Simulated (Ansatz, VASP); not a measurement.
# As: VASP beside Ansatz

```xyz
1
Lattice="2.1490 0.0000 0.0000 -1.0745 1.8611 0.0000 0.0000 0.0000 2.0061" Properties=species:S:1:pos:R:3 pbc="T T T"
As    0.0000    0.0000    0.0000
```

Change from the starting cell: volume scaled by 0.4, crystal datasets.

Alike in both runs: task single point; functional PBE; k mesh 15 × 15 × 14; occupations fermi-dirac, width 0.05 eV; no spin polarisation.

|  | VASP | Ansatz |
| --- | --- | --- |
| version | VASP 6.6.1 | Ansatz 0.2.0 |
| potentials or method | VASP PAW PBE potentials, release 64 (As), cutoff 500 eV | all-electron PAW with datasets made for the crystal, scalar-relativistic |

```csv
,VASP,Ansatz,Ansatz less VASP
pressure (GPa),527.3,500.8,-26.51
"traceless stress, the component that is largest in VASP (GPa)",-2.48,-0.55,+1.925
```

Both programs put the cell under a high pressure, so it lies far from rest at this level. Ansatz ran all-electron here, and VASP with PAW potentials. Ansatz's warnings: printed levels off.

Noted on VASP's run: the cell as given lies far from equilibrium.
